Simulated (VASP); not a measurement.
Input of a VASP 6.6.1 run:

Contents of INCAR:

```
SYSTEM = O
ALGO     = Normal         ! electronic algorithm
EDIFF    = 1E-6           ! SCF threshold, eV
ENCUT    = 520            ! plane-wave cutoff, eV
GGA      = PS             ! functional
ISIF     = 2              ! what is computed and relaxed
ISMEAR   = -1             ! smearing method
LASPH    = .TRUE.         ! aspherical terms in the spheres
LCHARG   = .FALSE.        ! write CHGCAR
LREAL    = .FALSE.        ! projectors in reciprocal space
LWAVE    = .FALSE.        ! write WAVECAR
NBANDS   = 9              ! bands
NELM     = 80             ! most SCF steps
PREC     = Accurate       ! precision mode
SIGMA    = 0.1            ! smearing width, eV
```

Contents of KPOINTS:

```
k-points
0
G
  16 16 9
  0 0 0
```

POSCAR

```
O
1.0
    1.7989569824      0.0000000000      0.0000000000
    0.0000000000      1.7989569824      0.0000000000
    0.0000000000      0.0000000000      3.0932270270
O
1
Direct
    0.0000000000      0.0000000000      0.0000000000
```

Potentials or basis: VASP PAW PBE potentials, release 64 (O).

The run is started by

```sh
$ cat potpaw_PBE.64/O/POTCAR > POTCAR
$ mpirun -np 1 vasp_std > vasp.out
```

**Question.** What does it give for the band gap on the k mesh?

**Answer.** Zero (band 3 reaches 3.75 eV, above the bottom of band 4 at -1.09 eV).

**Question.** What does it give for the pressure?

**Answer.** -5.0 GPa.

Stress tensor (GPa, compression positive):
```
-8.00  0.00  0.00
 0.00 -8.00  0.00
 0.00  0.00  0.86
```

Caveat: the PAW data sets were made with another functional, which shifts forces and pressure a little.
